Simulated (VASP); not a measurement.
# Co: single point with r2SCAN

The system is Co.

```xyz
2
Lattice="2.4715 0.0000 0.0000 -1.2358 2.1404 0.0000 0.0000 0.0000 4.0271" Properties=species:S:1:pos:R:3 pbc="T T T"
Co    0.0000    1.4269    1.0068
Co    1.2358    0.7135    3.0203
```

* Program: VASP 6.6.1
* Task: single point
* Functional: r2SCAN
* Potentials or basis: VASP PAW PBE potentials, release 64 (Co)
* Cutoff: 520 eV
* k mesh: 15 × 15 × 8
* Occupations: fermi-dirac, width 1 eV
* Spin: collinear spin, ferromagnetic start
* Starting moments: [1.891, 1.891] μB
* Dipole correction: no
* Further INCAR settings: ALGO = Normal; EDIFF = 1e-07; NBANDS = 20

* Pressure: 16.5 GPa
* Band gap on the k mesh: zero (filled and empty bands overlap)
* Net moment: 0.00 μB per cell
* Valence electrons inside the program's atomic spheres: Co 8.36

Stress tensor (GPa, compression positive):
```
16.48  0.00  0.00
 0.00 16.48  0.00
 0.00  0.00 16.66
```

Levels at points of the mesh, in eV from the Fermi level:
Spin up:
| k point | band 6 | band 7 | band 8 | band 9 | band 10 | band 11 | band 12 | band 13 | band 14 | band 15 |
| --- | --- | --- | --- | --- | --- | --- | --- | --- | --- | --- |
| (0.00, 0.00, 0.00) | -1.89 | -1.89 | -1.45 | -1.45 | -0.74 | -0.26 | -0.26 | 6.78 | 22.59 | 25.93 |
| (0.00, 0.00, 0.50) | -2.30 | -2.30 | -2.30 | -0.60 | -0.60 | -0.60 | -0.60 | 15.39 | 15.39 | 23.41 |
Spin down:
| k point | band 6 | band 7 | band 8 | band 9 | band 10 | band 11 | band 12 | band 13 | band 14 | band 15 |
| --- | --- | --- | --- | --- | --- | --- | --- | --- | --- | --- |
| (0.00, 0.00, 0.00) | -1.89 | -1.89 | -1.45 | -1.45 | -0.74 | -0.26 | -0.26 | 6.78 | 22.59 | 25.93 |
| (0.00, 0.00, 0.50) | -2.30 | -2.30 | -2.30 | -0.60 | -0.60 | -0.60 | -0.60 | 15.39 | 15.39 | 23.41 |

Run time: 4.1 min on 1 thread of Intel(R) Xeon(R) Platinum 8488C (Sapphire Rapids) (shared host), peak memory 0.2 GiB.

Caveat: the cell stands under pressure; so wide a smearing shifts energies and pressures; the moments typed at the start vanished in this run; the PAW data sets were made with another functional, which shifts forces and pressure a little.
